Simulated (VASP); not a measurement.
# PCS4 (P4/mmm) in VASP: further runs, part 2 of 2

VASP 6.6.1. Earlier steps stand in the parts before.

## (3) Single point, PBE+D3(BJ)

This run uses another cell than the first one, of 22.77 Å³/atom, 1.486 times its volume.

INCAR reads:

```
  ALGO = Normal
  EDIFF = 1E-6
  ENCUT = 520
  GGA = PE
  ISIF = 2
  ISMEAR = 0
  IVDW = 12
  LASPH = True
  LCHARG = False
  LREAL = False
  LWAVE = False
  NBANDS = 26
  NELM = 80
  PREC = Accurate
  SIGMA = 0.1
```

KPOINTS reads:

```
k-points
0
Gamma
  6 6 2
```

POSCAR reads:

```
PCS4
1.0
    3.2901320400      0.0000000000      0.0000000000
    0.0000000000      3.2901320400      0.0000000000
    0.0000000000      0.0000000000     12.6214773200
P C S
1 1 4
Direct
    0.0000000000      0.0000000000      0.0000000000
    0.5000000000      0.5000000000      0.5000000000
    0.5000000000      0.5000000000      0.1809719800
    0.0000000000      0.0000000000      0.6524536600
    0.0000000000      0.0000000000      0.3475463400
    0.5000000000      0.5000000000      0.8190280200
```

Potentials or basis: VASP PAW PBE potentials, release 64 (P, C, S).

Run with:

```console
cat potpaw_PBE.64/P/POTCAR potpaw_PBE.64/C/POTCAR potpaw_PBE.64/S/POTCAR > POTCAR
mpirun -np 1 vasp_std > vasp.out
```

Wall time 23 s (1 thread of Intel Xeon 6975P-C (Granite Rapids), shared host); peak memory 0.25 GiB.

Results (log left out):

```yaml
Free_energy: -18.2485 eV
Pressure: -16.5 GPa
Largest_force: 0.646 eV/Å
Dispersion_energy_per_atom: -0.262 eV
```

Forces on the atoms (eV/Å):
```
P    0.000  0.000  0.000
C    0.000  0.000  0.000
S    0.000  0.000 -0.341
S    0.000  0.000 -0.646
S    0.000  0.000  0.646
S    0.000  0.000  0.341
```

Stress tensor (GPa, compression positive):
```
-14.90   0.00   0.00
  0.00 -14.90   0.00
  0.00   0.00 -19.60
```

Levels at points of the mesh, in eV from the Fermi level:
| k point | band 12 | band 13 | band 14 | band 15 | band 16 | band 17 | band 18 | band 19 | band 20 | band 21 |
| --- | --- | --- | --- | --- | --- | --- | --- | --- | --- | --- |
| (0.00, 0.00, 0.00) | -0.46 | -0.46 | 0.09 | 0.09 | 0.20 | 0.70 | 0.90 | 0.90 | 1.56 | 1.56 |
| (0.50, 0.00, 0.00) | -1.80 | -1.00 | -0.87 | 0.57 | 0.58 | 0.60 | 0.66 | 0.83 | 1.09 | 1.24 |
| (0.50, 0.50, 0.00) | -2.84 | -1.43 | -1.43 | -1.33 | -1.26 | -1.07 | -0.92 | -0.92 | -0.80 | 0.11 |
| (0.00, 0.00, 0.50) | -0.64 | -0.59 | -0.59 | 0.35 | 0.35 | 0.60 | 0.60 | 1.56 | 1.57 | 1.79 |
| (0.50, 0.00, 0.50) | -2.43 | -0.34 | -0.05 | 0.20 | 0.41 | 0.57 | 0.58 | 0.60 | 0.66 | 1.10 |
| (0.50, 0.50, 0.50) | -2.32 | -2.13 | -2.13 | -1.42 | -1.34 | -0.93 | -0.62 | -0.40 | -0.40 | -0.01 |

Caveat: pairwise dispersion overbinds metals, which lowers pressure and volume.

## (4) Single point, PBE+D3(BJ)

This run uses another cell than the first one, of 15.51 Å³/atom, 1.012 times its volume.

INCAR reads:

```
ALGO = Normal
EDIFF = 1E-6
ENCUT = 520
GGA = PE
ISIF = 2
ISMEAR = 0
IVDW = 12
LASPH = True
LCHARG = False
LREAL = False
LWAVE = False
NBANDS = 26
NELM = 80
PREC = Accurate
SIGMA = 0.1
```

KPOINTS reads:

```
k-points
0
Gamma
  12 12 4
```

POSCAR reads:

```
PCS4
1.0
    3.0690302494      0.0000000000      0.0000000000
    0.0000000000      3.0690302494      0.0000000000
    0.0000000000      0.0000000000      9.8794322403
P C S
1 1 4
Direct
    0.0000000000      0.0000000000      0.0000000000
    0.5000000000      0.5000000000      0.5000000000
    0.5000000000      0.5000000000      0.1471971202
    0.0000000000      0.0000000000      0.6042192354
    0.0000000000      0.0000000000      0.3957807646
    0.5000000000      0.5000000000      0.8528028798
```

Potentials or basis: VASP PAW PBE potentials, release 64 (P, C, S).

Run with:

```console
cat potpaw_PBE.64/P/POTCAR potpaw_PBE.64/C/POTCAR potpaw_PBE.64/S/POTCAR > POTCAR
mpirun -np 1 vasp_std > vasp.out
```

OUTCAR:

```text
EDIFF = 1E-6
   ENCUT = 520
   GGA = PE
   ISIF = 2
   ISMEAR = 0
   IVDW = 12
   LASPH = True
   LREAL = False
   NELM = 80
   PREC = Accurate
 IVDW          = 12

 ion  position               nearest neighbor table
   1  0.000  0.000  0.000-   3 2.61   6 2.61   3 2.61   6 2.61   3 2.61   6 2.61   3 2.61   6 2.61

   2  0.500  0.500  0.500-   4 2.40   5 2.40   4 2.40   5 2.40   4 2.40   5 2.40   4 2.40   5 2.40

[... 910 lines left out ...]
  Direction    XX          YY          ZZ          XY          YZ          ZX
  --------------------------------------------------------------------------------------
  -------------------------------------------------------------------------------------
  Total      -0.07152    -0.07152    -0.28615     0.00000     0.00000     0.00000
  in kB      -1.23145    -1.23145    -4.92687     0.00000     0.00000     0.00000
  external pressure =       -2.46 kB  Pullay stress =        0.00 kB

 VOLUME and BASIS-vectors are now :
 -----------------------------------------------------------------------------
  energy-cutoff  :      520.00
  volume of cell :       93.05
      direct lattice vectors                 reciprocal lattice vectors
     3.069030249  0.000000000  0.000000000     0.325835824  0.000000000  0.000000000
     0.000000000  3.069030249  0.000000000     0.000000000  0.325835824  0.000000000
     0.000000000  0.000000000  9.879432240     0.000000000  0.000000000  0.101220392

 POSITION                                       TOTAL-FORCE (eV/Angst)
 -----------------------------------------------------------------------------------
      0.00000      0.00000      0.00000         0.000000     -0.000000      0.000000
      1.53452      1.53452      4.93972         0.000000     -0.000000      0.000000
      1.53452      1.53452      1.45422         0.000000      0.000000     -0.013975
      0.00000      0.00000      5.96934         0.000000     -0.000000     -0.121884
      0.00000      0.00000      3.91009         0.000000     -0.000000      0.121884
      1.53452      1.53452      8.42521        -0.000000      0.000000      0.013975
 -----------------------------------------------------------------------------------
    total drift:                                0.000000     -0.000000      0.000000

  FREE ENERGIE OF THE ION-ELECTRON SYSTEM (eV)
  ---------------------------------------------------
  free  energy   TOTEN  =       -24.5361398578 eV

  energy  without entropy=      -24.5172172237  energy(sigma->0) =      -24.52667854
```

OSZICAR:

```text
N       E                     dE             d eps       ncg     rms          rms(c)
DAV:   1     0.136505457369E+03    0.13651E+03   -0.14339E+04  4368   0.110E+03
DAV:   2    -0.133766645929E+02   -0.14988E+03   -0.14043E+03  5812   0.195E+02
DAV:   3    -0.228132372650E+02   -0.94366E+01   -0.91620E+01  5426   0.485E+01
DAV:   4    -0.229700804097E+02   -0.15684E+00   -0.15596E+00  5244   0.722E+00
DAV:   5    -0.229732254631E+02   -0.31451E-02   -0.31436E-02  5174   0.990E-01    0.191E+01
DAV:   6    -0.226711993139E+02    0.30203E+00   -0.12371E+00  4822   0.579E+00    0.119E+01
DAV:   7    -0.231251096529E+02   -0.45391E+00   -0.40346E+00  5592   0.677E+00    0.573E+00
DAV:   8    -0.225684395028E+02    0.55667E+00   -0.88790E-01  5542   0.467E+00    0.169E+00
DAV:   9    -0.225536576665E+02    0.14782E-01   -0.13523E-01  5112   0.184E+00    0.729E-01
DAV:  10    -0.225447220665E+02    0.89356E-02   -0.23177E-02  5218   0.699E-01    0.437E-01
DAV:  11    -0.225445945419E+02    0.12752E-03   -0.24425E-03  4884   0.239E-01    0.300E-01
DAV:  12    -0.225444905320E+02    0.10401E-03   -0.39490E-04  4956   0.963E-02    0.106E-01
DAV:  13    -0.225444643776E+02    0.26154E-04   -0.13218E-04  5288   0.545E-02    0.289E-02
DAV:  14    -0.225444637228E+02    0.65479E-06   -0.26634E-05  4836   0.261E-02    0.197E-02
DAV:  15    -0.225444640090E+02   -0.28622E-06   -0.45011E-06  5102   0.988E-03
   1 F= -.24536140E+02 E0= -.24526679E+02  d E =-.189226E-01
```

It took 61 s on 1 thread of Intel Xeon 6975P-C (Granite Rapids), shared host; peak memory 0.32 GiB.

Results:

```
Free energy                : -24.5361 eV
Pressure                   : -0.2 GPa
Largest force              : 0.122 eV/Å
Dispersion energy per atom : -0.332 eV
```

Forces in eV/Å, atoms in the order of the input:
```
P    0.000  0.000  0.000
C    0.000  0.000  0.000
S    0.000  0.000 -0.014
S    0.000  0.000 -0.122
S    0.000  0.000  0.122
S    0.000  0.000  0.014
```

Caveat: pairwise dispersion overbinds metals, which lowers pressure and volume.

## (5) Overview

| cell | k mesh | gap on the mesh (eV) | pressure (GPa) | largest force (eV/Å) |
| --- | --- | --- | --- | --- |
| a = 3.027, b = 3.027, c = 10.031 Å, 6 atoms | 6 × 6 × 2 | none | -0.3 | 0.14 |
| a = 3.290, b = 3.290, c = 12.621 Å, 6 atoms | 6 × 6 × 2 | none | -16.5 | 0.65 |
| a = 3.069, b = 3.069, c = 9.879 Å, 6 atoms | 12 × 12 × 4 | none | -0.2 | 0.12 |

Alike in all rows: task single point; level PBE+D3(BJ); potentials or basis VASP PAW PBE potentials, release 64 (P, C, S); no spin polarisation; cutoff (eV) 520; smearing gaussian 0.1 eV.

Caveats: pairwise dispersion overbinds metals, which lowers pressure and volume.

Total energies depend on the potentials used, so only differences within one code and one set of settings carry meaning.
